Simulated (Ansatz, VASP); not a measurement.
## WC in VASP and in Ansatz

```xyz
2
Lattice="2.8537 0.0000 0.0000 -1.4269 2.4714 0.0000 0.0000 0.0000 2.9225" Properties=species:S:1:pos:R:3 pbc="T T T"
W     0.0000    0.0000    0.0000
C     1.4269    0.8238    1.4613
```

Alike in both runs: task single point; functional PBE; k mesh 24 × 24 × 18; occupations gaussian, width 0.15 eV; no spin polarisation.

```csv
,VASP,Ansatz
version,VASP 6.6.1,Ansatz 0.2.0
potentials or method,"VASP PAW PBE potentials, release 64 (W_sv, C), cutoff 520 eV","scalar-relativistic, plane waves, PAW"
valence electrons in the cell,18,18
```

Ansatz gave:

- gap on the k mesh at the Fermi level (eV): none
- pressure (GPa): 7.1
- traceless stress, the component that is largest in VASP (GPa): -23.46

**Question.** What did VASP give for the same quantities?

**Answer.** gap on the k mesh at the Fermi level (eV): none; pressure (GPa): 8.2; traceless stress, the component that is largest in VASP (GPa): -23.27.

A gap of «none» marks a metal or a gap that the smearing closes. With one functional, cell and mesh, what is left measures potentials, basis and numerics.

Spin-orbit coupling is off throughout.
